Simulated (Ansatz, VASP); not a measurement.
One calculation of BN, two programs

```
B N
1.0
     2.55458    0.00000    0.00000
    -1.27729    2.21233    0.00000
     0.00000    0.00000    4.22451
B N
2 2
Cartesian
  1.4187 0.8789 4.2237
  0.0000 1.4749 2.1114
  1.2773 0.7374 2.6411
  0.0000 1.4749 0.5289
```

Alike in both runs: task single point; functional PBE; k mesh 12 × 12 × 6; occupations gaussian, width 0.05 eV; no spin polarisation.

|  | VASP | Ansatz |
| --- | --- | --- |
| version | VASP 6.6.1 | Ansatz 0.2.0 |
| potentials or method | VASP PAW PBE potentials, release 64 (B, N), cutoff 520 eV | scalar-relativistic, plane waves, PAW |
| valence electrons in the cell | 16 | 16 |

|  | VASP | Ansatz | Ansatz less VASP |
| --- | --- | --- | --- |
| gap on the k mesh at the Fermi level (eV) | 4.29 | 4.31 | +0.015 |
| least direct gap on the mesh (eV) | 6.62 | 6.62 | +0.006 |
| pressure (GPa) | 7.2 | 7.1 | -0.15 |
| traceless stress, the component that is largest in VASP (GPa) | 6.36 | 6.28 | -0.074 |
| rms of the force components (eV/Å) | 2.322 | 2.317 | -0.0055 |

Atom by atom the forces differ by 0.006 eV/Å (rms over components).
